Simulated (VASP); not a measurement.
# Li (P1) in VASP: further runs, part 2 of 2

VASP 6.6.1. Earlier steps stand in the parts before.

## Step 4: Single point, PBEsol

Input file INCAR:

```
PREC = Accurate
ENCUT = 520
EDIFF = 1E-6
ISMEAR = -1
SIGMA = 0.16
LREAL = Auto
LASPH = True
NELM = 80
ALGO = Normal
ISIF = 2
LWAVE = False
LCHARG = False
GGA = PS
NBANDS = 38
```

Input file KPOINTS:

```
regular mesh
0
Gamma
  2 2 2
```

Input file POSCAR:

```
Li
1.0
    7.3128730000      0.0000000000      0.0000000000
    0.0000000000      7.3128730000      0.0000000000
    0.0000000000      0.0000000000      7.3128730000
Li
16
Direct
   -0.0763721727      0.1002752270      0.0733774537
    0.4468831880      0.1175871644      0.1145103983
    0.0518400908      0.6487463956     -0.0625609114
    0.1810505939     -0.0035553742      0.3683641163
    0.2548246086      0.2608687447      0.0279370365
    0.4881392033      0.4286413835     -0.0383433433
    0.6297661671      0.2023281411      0.4756133465
    0.8779312864      0.5212862305      0.2367879218
    0.0595251688      0.7361675774      0.5948551274
    0.3457874901      0.5875119122      0.2691691761
    0.2262448698      0.3118746900      0.5421261931
    0.5757518283      0.6446850643      0.5939936329
    0.7157651993      0.8751280106      0.3878503018
    0.8147276727      0.3497941233      0.7326942503
    0.3556057927      0.8987439000      0.7768082394
    0.6543529472      0.8687009880      0.9543581572
```

Potentials or basis: VASP PAW PBE potentials, release 64 (Li_sv).

Launch:

```
> cat potpaw_PBE.64/Li_sv/POTCAR > POTCAR
> mpirun -np 1 vasp_std > vasp.out
```

OUTCAR:

```text
PREC = Accurate
   ENCUT = 520
   EDIFF = 1E-6
   ISMEAR = -1
   LREAL = Auto
   LASPH = True
   NELM = 80
   ISIF = 2
   GGA = PS

 ion  position               nearest neighbor table
   1  0.924  0.100  0.073-
   2  0.447  0.118  0.115-   5 1.86   6 2.55
   3  0.052  0.649  0.937-   9 2.59
   4  0.181  0.996  0.368-
[... 531 lines left out ...]
  -------------------------------------------------------------------------------------
  Total       -0.5092087     -0.8109543     -1.8868545      1.1703076     -1.1696640      0.5916142
  in kB       -2.0861345     -3.3223307     -7.7300964      4.7945354     -4.7918987      2.4237346
  external PRESSURE =      -4.3795205 kB  Pullay stress =       0.0000000 kB

 VOLUME and BASIS-vectors are now :
 -----------------------------------------------------------------------------
  energy-cutoff  :      520.00
  volume of cell :      391.08
      direct lattice vectors                 reciprocal lattice vectors
     7.312873000  0.000000000  0.000000000     0.136745162  0.000000000  0.000000000
     0.000000000  7.312873000  0.000000000     0.000000000  0.136745162  0.000000000
     0.000000000  0.000000000  7.312873000     0.000000000  0.000000000  0.136745162

 POSITION                                       TOTAL-FORCE (eV/Angst)
 -----------------------------------------------------------------------------------
      6.75437      0.73330      0.53660        -0.089245      0.056442      0.078283
      3.26800      0.85990      0.83740         1.523090     -1.280949      1.140963
      0.37910      4.74420      6.85537         0.226665      0.038910      0.270085
      1.32400      7.28687      2.69380         0.069838     -0.253604     -0.308706
      1.86350      1.90770      0.20430        -2.413555      0.613908     -0.614786
      3.56970      3.13460      7.03247         1.124613      1.043160     -0.660820
[... 8 lines left out ...]
      2.60050      6.57240      5.68070        -0.300493      0.425444     -0.130769
      4.78520      6.35270      6.97910         0.406025     -0.459367     -0.031887
 -----------------------------------------------------------------------------------
    total drift:                                0.004271     -0.006895      0.002548

  FREE ENERGIE OF THE ION-ELECTRON SYSTEM (eV)
  ---------------------------------------------------
  free  energy   TOTEN  =       -27.2419980473 eV

  energy  without entropy=      -26.5022525323  energy(sigma->0) =      -26.87212529
```

OSZICAR:

```text
N       E                     dE             d eps       ncg     rms          rms(c)
DAV:   1     0.269235444575E+03    0.26924E+03   -0.21567E+04   656   0.122E+03
DAV:   2     0.445533819843E+02   -0.22468E+03   -0.20922E+03   616   0.330E+02
DAV:   3    -0.953772389808E+01   -0.54091E+02   -0.52421E+02  1122   0.820E+01
DAV:   4    -0.241961948936E+02   -0.14658E+02   -0.14221E+02  1032   0.659E+01
DAV:   5    -0.277158141454E+02   -0.35196E+01   -0.35157E+01  1066   0.216E+01    0.317E+00
DAV:   6    -0.272615822842E+02    0.45423E+00   -0.20484E+00   868   0.714E+00    0.128E+00
DAV:   7    -0.272479107936E+02    0.13671E-01   -0.34688E-01   992   0.212E+00    0.504E-01
DAV:   8    -0.272424798234E+02    0.54310E-02   -0.40985E-02   968   0.907E-01    0.188E-01
DAV:   9    -0.272419192431E+02    0.56058E-03   -0.78764E-03   968   0.388E-01    0.825E-02
DAV:  10    -0.272419882340E+02   -0.68991E-04   -0.12979E-03   936   0.169E-01    0.401E-02
DAV:  11    -0.272419985218E+02   -0.10288E-04   -0.22306E-04   960   0.631E-02    0.129E-02
DAV:  12    -0.272419989639E+02   -0.44206E-06   -0.26928E-05   976   0.255E-02    0.687E-03
DAV:  13    -0.272419980473E+02    0.91656E-06   -0.18650E-06   584   0.116E-02
   1 F= -.27241998E+02 E0= -.26872125E+02  d E =-.739746E+00
```

stdout:

```text
POSCAR found type information on POSCAR Li
 POSCAR found :  1 types and      16 ions
 scaLAPACK will be used
 -----------------------------------------------------------------------------
|                                                                             |
|                                                                             |
|     You enforced a specific xc type in the INCAR file but a different       |
|     I HOPE YOU KNOW WHAT YOU ARE DOING!                                     |
|                                                                             |
 -----------------------------------------------------------------------------

 LDA part: xc-table for (Slater+PW92), standard interpolation
 POSCAR, INCAR and KPOINTS ok, starting setup
 FFT: planning ... GRIDC
 FFT: planning ... GRID_SOFT
 FFT: planning ... GRID
 WAVECAR not read
 entering main loop
```

It took 97 s on 1 thread of Intel Xeon Platinum 8488C (Sapphire Rapids), shared host; peak memory 0.38 GiB.

Results:

* Free energy: -27.2420 eV
* Largest force: 2.565 eV/Å
* Band gap on the k mesh: zero (bands 24 and 25 overlap by 0.67 eV)

Forces in eV/Å, atoms in the order of the input:
```
Li  -0.089  0.056  0.078
Li   1.523 -1.281  1.141
Li   0.227  0.039  0.270
Li   0.070 -0.254 -0.309
Li  -2.414  0.614 -0.615
Li   1.125  1.043 -0.661
Li  -0.430  0.218 -0.282
Li  -0.201 -0.291  0.277
Li  -0.353 -0.265 -0.268
Li  -0.015  0.270  0.014
Li   0.015  0.285  0.275
Li  -0.198 -0.447  0.271
Li   0.231 -0.010 -0.417
Li   0.404  0.057  0.388
Li  -0.300  0.425 -0.131
Li   0.406 -0.459 -0.032
```

Caveat: the k points lie up to 0.43 Å⁻¹ apart, too coarse for converged energies and pressures of a metal; the cutoff is under 1.25 times the usual one of these potentials, so pressure, stress and relaxed cells hold a basis-set (Pulay) error; the PAW data sets were made with another functional, which shifts forces and pressure a little.

## Step 5: Summary

| cell | gap on the mesh (eV) | largest force (eV/Å) |
| --- | --- | --- |
| as given, atomic positions A | none | 0.74 |
| as given, atomic positions B | none | 1.49 |
| as given, atomic positions C | none | 2.57 |

Alike in all rows: task single point; level PBEsol; potentials or basis VASP PAW PBE potentials, release 64 (Li_sv); no spin polarisation; k mesh 2 × 2 × 2; cutoff (eV) 520; smearing fermi-dirac 0.16 eV.

Caveats: all runs use coarse meshes; the cutoff is under 1.25 times the usual one of these potentials, so pressure, stress and relaxed cells hold a basis-set (Pulay) error; the PAW data sets were made with another functional, which shifts forces and pressure a little.

Total energies depend on the potentials used, so only differences within one code and one set of settings carry meaning.
